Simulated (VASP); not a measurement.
Input of a VASP 6.6.1 run:

INCAR

```
SYSTEM = TiW
ALGO     = Normal         ! electronic algorithm
EDIFF    = 1E-6           ! SCF threshold, eV
ENCUT    = 520            ! plane-wave cutoff, eV
GGA      = CA             ! functional
ISIF     = 2              ! what is computed and relaxed
ISMEAR   = -1             ! smearing method
LASPH    = .TRUE.         ! aspherical terms in the spheres
LCHARG   = .FALSE.        ! write CHGCAR
LREAL    = .FALSE.        ! projectors in reciprocal space
LWAVE    = .FALSE.        ! write WAVECAR
NBANDS   = 20             ! bands
NELM     = 60             ! most SCF steps
PREC     = Accurate       ! precision mode
SIGMA    = 0.1            ! smearing width, eV
```

File KPOINTS:

```
k-points
0
G
  11 11 7
  0 0 0
```

POSCAR

```
TiW
1.0
    1.5937300000     -2.2546300000      0.0000000000
    1.5937300000      2.2546300000      0.0000000000
    0.0000000000      0.0000000000      4.4681200000
Ti W
1 1
Direct
    0.0000000000      0.0000000000      0.0000000000
    0.5000000000      0.5000000000      0.5000000000
```

Potentials or basis: VASP PAW LDA potentials, release 64 (Ti_sv, W_sv).

Launch:

```sh
$ cat potpaw_LDA.64/Ti_sv/POTCAR potpaw_LDA.64/W_sv/POTCAR > POTCAR
$ mpirun -np 1 vasp_std > vasp.out
```

Question: Predict the pressure.

Answer: -9.6 GPa.

Question: What does it give for the band gap on the k mesh?

Answer: Zero (band 13 reaches 10.75 eV, above the bottom of band 14 at 8.89 eV).

Stress tensor (GPa, compression positive):
```
-10.32   0.00   0.00
  0.00  -8.96   0.00
  0.00   0.00  -9.58
```

Caveat: spin-orbit coupling is left out, which moves the levels of the heavy elements.
